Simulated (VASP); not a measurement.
Here is a VASP 6.6.1 calculation.

Contents of INCAR:

```
SYSTEM = AlN
ALGO = Normal ; EDIFF = 1E-6
ENCUT = 520 ; GGA = PE
ISIF = 2 ; ISMEAR = 0
LASPH = .True. ; LCHARG = .True.
LELF = .True. ; LREAL = .False.
LVHAR = .True. ; LWAVE = .False.
NBANDS = 16 ; NELM = 80
PREC = Accurate ; SIGMA = 0.01
```

KPOINTS

```
k-points
0
Gamma
  6 6 4
  0 0 0
```

File POSCAR:

```
AlN
1.0
    3.1066945332      0.0000000000      0.0000000000
   -1.5533472666      2.6904763876      0.0000000000
    0.0000000000      0.0000000000      4.9785887007
Al N
2 2
Direct
    0.3333333333      0.6666666667     -0.0007956004
    0.6666666667      0.3333333333      0.4992043996
    0.3333333333      0.6666666667      0.3807956004
    0.6666666667      0.3333333333      0.8807956004
```

Potentials or basis: VASP PAW PBE potentials, release 64 (Al, N).

Command:

```sh
$ cat potpaw_PBE.64/Al/POTCAR potpaw_PBE.64/N/POTCAR > POTCAR
$ mpirun -np 1 vasp_std > vasp.out
```

Task: Estimate the largest force.

Result: 0.010 eV/Å.

Task: Predict the pressure.

Result: 4.4 GPa.

Stress tensor (GPa, compression positive):
```
4.45 0.00 0.00
0.00 4.45 0.00
0.00 0.00 4.28
```

Caveat: the cell stands under pressure.
